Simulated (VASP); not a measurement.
Here is a VASP 6.6.1 calculation.

INCAR

```
  ALGO = Normal
  EDIFF = 1E-8
  ENCUT = 400
  GGA = PE
  GGA_COMPAT = F
  ISIF = 2
  ISMEAR = -1
  LASPH = T
  LCHARG = F
  LEFG = T
  LREAL = F
  LWAVE = F
  NBANDS = 8
  NELM = 120
  PREC = Accurate
  SIGMA = 0.05
```

The input KPOINTS:

```
k-points
0
Gamma
  8 8 8
```

The input POSCAR:

```
Sb
1.0
    3.1600000000      0.0000000000      0.0000000000
    0.0000000000      3.1600000000      0.0000000000
    0.0000000000      0.0000000000      3.1600000000
Sb
1
Direct
    0.0000000000      0.0000000000      0.0000000000
```

Potentials or basis: VASP PAW PBE potentials, release 64 (Sb).

Launch:

```sh
$ cat potpaw_PBE.64/Sb/POTCAR > POTCAR
$ mpirun -np 1 vasp_std > vasp.out
```

Task: Estimate the pressure.

Result: -2.3 GPa.

Caveat: without QUAD_EFG the Cq values of the log hold for a quadrupole moment of 1 mb, not for the nuclei.
